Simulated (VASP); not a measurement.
TaN:

```
Ta N
1.0
     0.00000    2.21132    2.21132
     2.21132    0.00000    2.21132
     2.21132    2.21132    0.00000
Ta N
1 1
Direct
  0.50000 0.50000 0.50000
  0.00000 0.00000 0.00000
```

```yaml
Program: VASP 6.6.1
Task: relaxation of cell and atoms
Functional: RPBE
Dispersion: D4
Potentials_or_basis: VASP PAW PBE potentials, release 64 (Ta_pv, N)
Cutoff: 600 eV
k_mesh: 10 × 10 × 10
Occupations: fermi-dirac, width 0.05 eV
Spin: no spin polarisation
```

At the start: pressure -6.8 GPa; volume 10.81 Å³/atom.

Problem. Where does the relaxation end?

Solution. Over 4 steps the energy falls by 4.9 meV/atom and the volume is 10.59 Å³/atom (-2.1 %); space group Fm-3m (No. 225, to 0.05 Å).

The path:
```tsv
step	energy change (eV)	largest force (eV/Å)	pressure (GPa)	volume (Å³)
1	0.0000	0.0000	-6.78	21.63
2	0.0346	0.0000	17.03	20.23
3	-0.0098	0.0000	0.51	21.14
4	-0.0098	0.0000	0.00	21.18
```

Final structure:
```cif
data_structure
_symmetry_space_group_name_H-M 'P 1'
_symmetry_Int_Tables_number 1
_cell_length_a 3.1054
_cell_length_b 3.1054
_cell_length_c 3.1054
_cell_angle_alpha 60.000
_cell_angle_beta 60.000
_cell_angle_gamma 60.000
_cell_volume 21.18
loop_
_atom_site_label
_atom_site_type_symbol
_atom_site_fract_x
_atom_site_fract_y
_atom_site_fract_z
_atom_site_occupancy
Ta1 Ta 0.50000 0.50000 0.50000 1
N1 N 0.00000 0.00000 0.00000 1
```

Caveat: the PAW data sets were made with another functional, which shifts forces and pressure a little; pairwise dispersion overbinds metals, which lowers pressure and volume.
